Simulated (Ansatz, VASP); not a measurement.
# AlNi in VASP and in Ansatz

INCAR

```
SYSTEM = AlNi
PREC = Accurate
ENCUT = 520
EDIFF = 1E-6
ISMEAR = -1
SIGMA = 0.05
LREAL = .FALSE.
LASPH = .TRUE.
NELM = 150
ALGO = Fast
ISIF = 2
LWAVE = .FALSE.
LCHARG = .FALSE.
ISPIN = 2
MAGMOM = 1 0
LORBIT = 11
LMAXMIX = 4
GGA = PS
NBANDS = 18
```

The input KPOINTS:

```
regular mesh
0
G
  9 9 9
  0 0 0
```

The input POSCAR:

```
AlNi
1.0
    2.8420627945      0.0000000000      0.0000000000
    0.0000000000      2.8420627945      0.0000000000
    0.0000000000      0.0000000000      2.8420627945
Ni Al
1 1
Direct
    0.5000000000      0.5000000000      0.5000000000
    0.0000000000      0.0000000000      0.0000000000
```

input.yaml

```yaml
crystal:
  lattice:
    - [2.8420627945, 0.0, 0.0]
    - [0.0, 2.8420627945, 0.0]
    - [0.0, 0.0, 2.8420627945]
  atoms:
    - { symbol: Ni, position: [0.5, 0.5, 0.5], spin: 1.0 }
    - { symbol: Al, position: [0.0, 0.0, 0.0] }
kpoints:
  mp_grid: { grid: [9, 9, 9] }
scf:
  occupations: { method: fermi_dirac, width: 0.05 }
hamiltonian:
  xc: pbesol
  pseudopotentials: { kind: all_electron, lapw: { basis_error: 0.001 } }
magnetization:
  spin_polarized: true
output:
  forces: true
  stress: true
  eigenvalues: true
```

Change from the starting cell: volume scaled by 0.96.

Alike in both runs: task single point; functional PBEsol; k mesh 9 × 9 × 9; occupations fermi-dirac, width 0.05 eV; collinear spin.

|  | VASP | Ansatz |
| --- | --- | --- |
| version | VASP 6.6.1 | Ansatz 0.2.0 |
| potentials or method | VASP PAW PBE potentials, release 64 (Ni, Al), cutoff 520 eV | all-electron LAPW, scalar-relativistic |

Ansatz gave:

```
gap on the k mesh at the Fermi level (eV) : none
pressure (GPa)                            : 3.7
net moment per atom (μB)                  : 0.00
```

Q: What did VASP give for the same quantities?

A: gap on the k mesh at the Fermi level (eV): none; pressure (GPa): 3.9; net moment per atom (μB): 0.00.

VASP's potentials were made for PBE, not for PBEsol. A gap of «none» marks a metal or a gap that the smearing closes. Ansatz ran all-electron here, and VASP with PAW potentials.
